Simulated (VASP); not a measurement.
Write the native input for VASP 6.6.1 that does the following.

```yaml
Task: single point
Functional: PBE
Potentials_or_basis: VASP PAW PBE potentials, release 64 (Bi_d, H)
Cutoff: 520 eV
k_mesh: 4 × 4 × 1
Occupations: gaussian, width 0.1 eV
Spin: no spin polarisation
Dipole_correction: yes
Further_INCAR_settings: ALGO = Normal; EDIFF = 1e-06; NBANDS = 15
```

The structure of BiH lies in POSCAR:

```
BiH
1.0
    4.3339090000      0.0000000000      0.0000000000
   -1.1595250000      4.1759150000      0.0000000000
    0.0000000000      0.0000000000     14.0000000000
Bi H
1 1
Direct
    0.0000000000      0.0000000000      0.5000000000
    0.5000000000      0.5000000000      0.5000000000
```

One way to write it, as run:

INCAR

```
  PREC = Accurate
  ENCUT = 520
  EDIFF = 1E-6
  ISMEAR = 0
  SIGMA = 0.1
  LREAL = False
  LASPH = True
  NELM = 80
  ALGO = Normal
  ISIF = 2
  LWAVE = False
  LCHARG = False
  LDIPOL = True
  IDIPOL = 3
  DIPOL = 0.5 0.5 0.500
  GGA = PE
  NBANDS = 15
```

KPOINTS

```
regular mesh
0
Gamma
  4 4 1
```

Potentials or basis: VASP PAW PBE potentials, release 64 (Bi_d, H).

Launch:

```bash
$ cat potpaw_PBE.64/Bi_d/POTCAR potpaw_PBE.64/H/POTCAR > POTCAR
$ mpirun -np 1 vasp_std > vasp.out
```

Results of the run:

```yaml
Band_gap_on_the_k_mesh: zero (band 8 reaches -3.21 eV, above the bottom of band 9 at -3.66 eV)
```

Caveat: the k points lie up to 0.38 Å⁻¹ apart; spin-orbit coupling is left out, which moves the levels of the heavy elements.

Wall time 34 s on 1 thread of AMD EPYC 7R13 Processor (Zen 3), on a shared host, peak memory 0.28 GiB.
